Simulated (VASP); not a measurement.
# HW5N in VASP: single point with PBEsol

Aim: the single point of HW5N with PBEsol.

Everything below comes from runs of VASP 6.6.1. Logs are shortened: lines on timing, memory, paths and dates and some standing lists are left out, and cuts for length are marked.

### 1 The cell of the first run

The cell holds a slab with vacuum, 7 atoms: a = 3.154 Å, b = 3.154 Å, c = 26.309 Å, α = 90.00°, β = 90.00°, γ = 90.00°.

### 2 Single point, PBEsol

INCAR

```
PREC = Accurate
ENCUT = 520
EDIFF = 1E-6
ISMEAR = 0
SIGMA = 0.1
LREAL = False
LASPH = True
NELM = 60
ALGO = Normal
ISIF = 2
LWAVE = False
LCHARG = True
LDIPOL = True
IDIPOL = 3
DIPOL = 0.5 0.5 0.495
GGA = PS
LELF = True
LVHAR = True
LVACPOTAV = True
NBANDS = 47
```

KPOINTS

```
Automatic mesh
0
Gamma
  9 9 1
```

POSCAR

```
HW5N
1.0
    3.1543602768      0.0000000000      0.0000000000
    0.0000000000      3.1543602768      0.0000000000
    0.0000000000      0.0000000000     26.3087205537
W N H
5 1 1
Direct
    0.5000000000      0.5000000000      0.3230867872
    0.0000000000      0.0000000000      0.3830357359
    0.4999604219      0.5000043397      0.4425934098
   -0.0009168605     -0.0000077398      0.5010803490
    0.5034630936      0.4998837834      0.5637909512
    0.4839856689     -0.0000208779      0.6111043507
    0.2791787076      0.0000232976      0.6416303257
```

Potentials or basis: VASP PAW PBE potentials, release 64 (W_sv, N, H).

Run with:

```
$ cat potpaw_PBE.64/W_sv/POTCAR potpaw_PBE.64/N/POTCAR potpaw_PBE.64/H/POTCAR > POTCAR
$ mpirun -np 1 vasp_std > vasp.out
```

OUTCAR:

```text
PREC = Accurate
   ENCUT = 520
   EDIFF = 1E-6
   ISMEAR = 0
   LREAL = False
   LASPH = True
   NELM = 60
   ISIF = 2
   GGA = PS

 ion  position               nearest neighbor table
   1  0.500  0.500  0.323-   2 2.73   2 2.73   2 2.73   2 2.73   3 3.14
   2  0.000  0.000  0.383-   3 2.73   3 2.73   3 2.73   3 2.73   1 2.73   1 2.73   1 2.73   1 2.73
                             4 3.11
   3  0.500  0.500  0.443-   4 2.71   4 2.71   4 2.71   4 2.71   2 2.73   2 2.73   2 2.73   2 2.73
                             1 3.14   5 3.19
   4  0.999  1.000  0.501-   3 2.71   3 2.71   3 2.71   3 2.71   5 2.77   5 2.77   5 2.78   5 2.78
                             2 3.11
   5  0.503  0.500  0.564-   6 2.01   6 2.01   4 2.77   4 2.77   4 2.78   4 2.78   3 3.19
   6  0.484  1.000  0.611-   7 1.03   5 2.01   5 2.01
   7  0.279  0.000  0.642-   6 1.03

  LATTYP: Found a simple tetragonal cell.
 ALAT       =     3.1543602768
 C/A-ratio  =     8.3404298321

  Lattice vectors:

 A1 = (   3.1543602768,   0.0000000000,   0.0000000000)
 A2 = (   0.0000000000,   3.1543602768,   0.0000000000)
 A3 = (   0.0000000000,   0.0000000000,  26.3087205537)

Analysis of symmetry for initial positions (statically):
=====================================================================
 Subroutine PRICEL returns:
 Original cell was already a primitive cell.

 Routine SETGRP: Setting up the symmetry group for a
 simple tetragonal supercell.

 Subroutine GETGRP returns: Found  1 space group operations
 (whereof  1 operations were pure point group operations)
 out of a pool of 16 trial point group operations.

The static configuration has the point symmetry C_1 .

Analysis of symmetry for dynamics (positions and initial velocities):
=====================================================================
 Subroutine PRICEL returns:
 Original cell was already a primitive cell.

 Routine SETGRP: Setting up the symmetry group for a
 simple tetragonal supercell.

 Subroutine GETGRP returns: Found  1 space group operations
 (whereof  1 operations were pure point group operations)
 out of a pool of 16 trial point group operations.

The dynamic configuration has the point symmetry C_1 .

 Subroutine INISYM returns: Found  1 space group operations
 (whereof  1 operations are pure point group operations),
 and found     1 'primitive' translations

----------------------------------------------------------------------------------------

                                     Primitive cell

  volume of cell :     261.7715

  direct lattice vectors                    reciprocal lattice vectors
     3.154360277  0.000000000  0.000000000     0.317021492  0.000000000  0.000000000
     0.000000000  3.154360277  0.000000000     0.000000000  0.317021492  0.000000000
     0.000000000  0.000000000 26.308720554     0.000000000  0.000000000  0.038010210

  length of vectors
     3.154360277  3.154360277 26.308720554     0.317021492  0.317021492  0.038010210

  position of ions in fractional coordinates (direct lattice)
     0.500000000  0.500000000  0.323086787
     0.000000000  0.000000000  0.383035736
     0.499960422  0.500004340  0.442593410
     0.999083140  0.999992260  0.501080349
     0.503463094  0.499883783  0.563790951
     0.483985669  0.999979122  0.611104351
     0.279178708  0.000023298  0.641630326

  ion indices of the primitive-cell ions
   primitive index   ion index
                 1           1
                 2           2
                 3           3
                 4           4
                 5           5
                 6           6
                 7           7

----------------------------------------------------------------------------------------

 KPOINTS: Automatic mesh

Automatic generation of k-mesh.
 Grid dimensions read from file:
 generate k-points for:    9    9    1

 Generating k-lattice:

  Cartesian coordinates                     Fractional coordinates (reciprocal lattice)
     0.035224610  0.000000000  0.000000000     0.111111111  0.000000000  0.000000000
     0.000000000  0.035224610  0.000000000     0.000000000  0.111111111  0.000000000
     0.000000000  0.000000000  0.038010210     0.000000000  0.000000000  1.000000000

  Length of vectors
     0.035224610  0.035224610  0.038010210

  Shift w.r.t. Gamma in fractional coordinates (k-lattice)
     0.000000000  0.000000000  0.000000000

 Subroutine IBZKPT returns following result:
 ===========================================

 Found     41 irreducible k-points:

 Following reciprocal coordinates:
            Coordinates               Weight
  0.000000  0.000000  0.000000      1.000000
  0.111111  0.000000  0.000000      2.000000
  0.000000  0.111111  0.000000      2.000000
  0.222222  0.000000  0.000000      2.000000
  0.000000  0.222222  0.000000      2.000000
  0.333333  0.000000  0.000000      2.000000
[... 16 lines left out ...]
  0.111111  0.444444  0.000000      2.000000
  0.222222  0.222222  0.000000      2.000000
 [... further k-points ...]
   k-points           NKPTS =     41   k-points in BZ     NKDIM =     41   number of bands    NBANDS=     47
   number of dos      NEDOS =    301   number of ions     NIONS =      7
   total plane-waves  NPLWV = 112896
   dimension x,y,z NGX =    24 NGY =   24 NGZ =  196
   dimension x,y,z NGXF=    48 NGYF=   48 NGZF=  392
   ions per type =               5   1   1
   NGX,Y,Z   is equivalent  to a cutoff of  12.65, 12.65, 12.39 a.u.
   NGXF,Y,Z  is equivalent  to a cutoff of  25.30, 25.30, 24.77 a.u.
 SYSTEM =  unknown system
   PREC   = accura    normal or accurate (medium, high low for compatibility)
   ISTART =      0    job   : 0-new  1-cont  2-samecut
   ICHARG =      2    charge: 1-file 2-atom 10-const
   ISPIN  =      1    spin polarized calculation?
   LNONCOLLINEAR =      F non collinear calculations
   LSORBIT =      F    spin-orbit coupling
   LASPH  =      T    aspherical Exc in radial PAW
   ENCUT  =  520.0 eV  38.22 Ry    6.18 a.u.   5.87  5.87 48.92*2*pi/ulx,y,z
   NELM   =     60;   NELMIN=  2; NELMDL= -5     # of ELM steps
   EDIFF  = 0.1E-05   stopping-criterion for ELM
   LREAL  =      F    real-space projection
[... 7 lines left out ...]
   TEBEG  =    0.0;   TEEND  =   0.0 temperature during run
   PSTRESS=    0.0 pullay stress
   NELECT =      76.0000    total number of electrons
   NUPDOWN=      -1.0000    fix difference up-down
   EMIN   =  10.00;   EMAX   =-10.00  energy-range for DOS
   EFERMI =   0.00;   METHOD = LEGACY
   ISMEAR =     0;   SIGMA  =   0.10  broadening in eV -4-tet -1-fermi 0-gaus
   EFERMI_NEDOS =   21; number of points for ismear=-14 and -15
   IALGO  =     38    algorithm
   IMIX   =      4    mixing-type and parameters
     AMIX     =   0.40;   BMIX     =  1.00
     AMIX_MAG =   1.60;   BMIX_MAG =  1.00
  volume/ion in A,a.u.               =      37.40       252.36
  Fermi-wavevector in a.u.,A,eV,Ry     =   1.084023  2.048507 15.988293  1.175106
  Thomas-Fermi vector in A             =   2.220103
   LORBIT       =      0    0 simple, 1 ext, 2 COOP (PROOUT), +10 PAW based schemes
   GGA     = PS    functional components
   LHFCALC =     F    Hartree Fock is set to
   AEXX    =    0.0000 exact exchange contribution
   IVDW    =     0    specifies the selected vdW correction
   LEPSILON=     F    determine dielectric tensor
   LRPA    =     F    only Hartree local field effects (RPA)
 non-spin polarized calculation
 Gauss-broadening in eV      SIGMA  =   0.10
  energy-cutoff  :      520.00
  volume of cell :      261.77
 maximum number of plane-waves:      7118
   NGX = 11   NGY = 11   NGZ = 97

 dipolmoment           0.000000      0.000000      0.000638 electrons x Angstroem

 number of electron      76.0000000 magnetization

 dipolmoment           0.000000      0.000000     -0.039380 electrons x Angstroem

 Free energy of the ion-electron system (eV)
  ---------------------------------------------------
  ext. energy  EPLUGINS =         0.00000000
  ---------------------------------------------------
  free energy    TOTEN  =       -77.35334196 eV

  energy without entropy =      -77.32815867  energy(sigma->0) =      -77.34075032

 E-fermi :   0.9666     XC(G=0):  -5.4321

 val. band max:        0.9479780895   @ k =   0.3333   0.2222   0.0000
 cond. band min:       0.9920072308   @ k =   0.4444   0.1111   0.0000
 fundamental gap:      0.0440291413
 Fermi energy:         0.9666099348

 k-point     1 :       0.0000    0.0000    0.0000
  band No.  band energies     occupation
      1     -73.2896      2.00000
      2     -72.9730      2.00000
      3     -72.9168      2.00000
      4     -72.7507      2.00000
      5     -72.5683      2.00000
      6     -37.5920      2.00000
[... 39 lines left out ...]
     46       3.5354      0.00000
     47       3.9465      0.00000

 k-point     2 :       0.1111    0.0000    0.0000
  band No.  band energies     occupation
      1     -73.2881      2.00000
      2     -72.9681      2.00000
      3     -72.9141      2.00000
      4     -72.7533      2.00000
      5     -72.5693      2.00000
      6     -37.6054      2.00000
[... 39 lines left out ...]
     46       3.5429      0.00000
     47       3.6103      0.00000

 k-point     3 :       0.0000    0.1111    0.0000
  band No.  band energies     occupation
      1     -73.2879      2.00000
      2     -72.9681      2.00000
      3     -72.9141      2.00000
      4     -72.7533      2.00000
      5     -72.5693      2.00000
      6     -37.6100      2.00000
[... 39 lines left out ...]
     46       3.5222      0.00000
     47       3.5862      0.00000

 k-point     4 :       0.2222    0.0000    0.0000
  band No.  band energies     occupation
      1     -73.2844      2.00000
      2     -72.9557      2.00000
      3     -72.9063      2.00000
      4     -72.7612      2.00000
      5     -72.5720      2.00000
      6     -37.6483      2.00000
[... 939 lines left out ...]
     46       3.8266      0.00000
     47       4.4177      0.00000

 k-point    23 :       0.1111    0.4444    0.0000
  band No.  band energies     occupation
      1     -73.2751      2.00000
      2     -72.9324      2.00000
      3     -72.8820      2.00000
      4     -72.7823      2.00000
      5     -72.5760      2.00000
      6     -37.8440      2.00000
[... 39 lines left out ...]
     46       3.6968      0.00000
     47       4.0570      0.00000

 k-point    24 :       0.2222    0.2222    0.0000
  band No.  band energies     occupation
      1     -73.2793      2.00000
      2     -72.9441      2.00000
      3     -72.8966      2.00000
      4     -72.7676      2.00000
      5     -72.5726      2.00000
      6     -37.6609      2.00000
[... 39 lines left out ...]
     46       3.5052      0.00000
     47       3.8303      0.00000

 [... further k-points ...]
[... 5 lines left out ...]
  --------------------------------------------------------------------------------------
  -------------------------------------------------------------------------------------
  Total       -4.9468083     -9.7557338     -2.5834053      0.0008438     -0.0005064      0.0000562
  in kB      -30.2770353    -59.7101563    -15.8117819      0.0051648     -0.0030992      0.0003437
  external PRESSURE =     -35.2663245 kB  Pullay stress =       0.0000000 kB

 VOLUME and BASIS-vectors are now :
 -----------------------------------------------------------------------------
  energy-cutoff  :      520.00
  volume of cell :      261.77
      direct lattice vectors                 reciprocal lattice vectors
     3.154360277  0.000000000  0.000000000     0.317021492  0.000000000  0.000000000
     0.000000000  3.154360277  0.000000000     0.000000000  0.317021492  0.000000000
     0.000000000  0.000000000 26.308720554     0.000000000  0.000000000  0.038010210

 POSITION                                       TOTAL-FORCE (eV/Angst)
 -----------------------------------------------------------------------------------
      1.57718      1.57718      8.50000        -0.018746     -0.000024      1.867275
      0.00000      0.00000     10.07718         0.015093      0.000081     -1.930843
      1.57706      1.57719     11.64407        -0.000308     -0.000309      0.007206
      3.15147      3.15434     13.18278        -0.000069     -0.000355      0.004370
      1.58810      1.57681     14.83262         0.024928      0.001814     -0.058748
      1.52667      3.15429     16.07737         0.003796     -0.000786      0.065092
      0.88063      0.00007     16.88047        -0.024695     -0.000422      0.045648
 -----------------------------------------------------------------------------------
    total drift:                                0.000024      0.000003     -0.000115

  FREE ENERGIE OF THE ION-ELECTRON SYSTEM (eV)
  ---------------------------------------------------
  free  energy   TOTEN  =       -77.3533419649 eV

  energy  without entropy=      -77.3281586667  energy(sigma->0) =      -77.34075032

 vacuum level on the upper side and lower side of the slab         4.580         5.295
```

Run time: 14 min. Hardware: 1 thread of Intel Xeon Platinum 8259CL at 2.50GHz (Skylake/Cascade Lake), shared host; peak memory 0.57 GiB.

What came out:

| Property | Result |
| --- | --- |
| Free energy | -77.3533 eV |
| Largest force | 1.931 eV/Å |
| Band gap on the k mesh | zero (band 38 reaches 2.31 eV, above the bottom of band 39 at 0.72 eV) |

Forces on the atoms (eV/Å):
```
W   -0.019  0.000  1.867
W    0.015  0.000 -1.931
W    0.000  0.000  0.007
W    0.000  0.000  0.004
W    0.025  0.002 -0.059
N    0.004 -0.001  0.065
H   -0.025  0.000  0.046
```

Caveat: the PAW data sets were made with another functional, which shifts forces and pressure a little; spin-orbit coupling is left out, which moves the levels of the heavy elements.
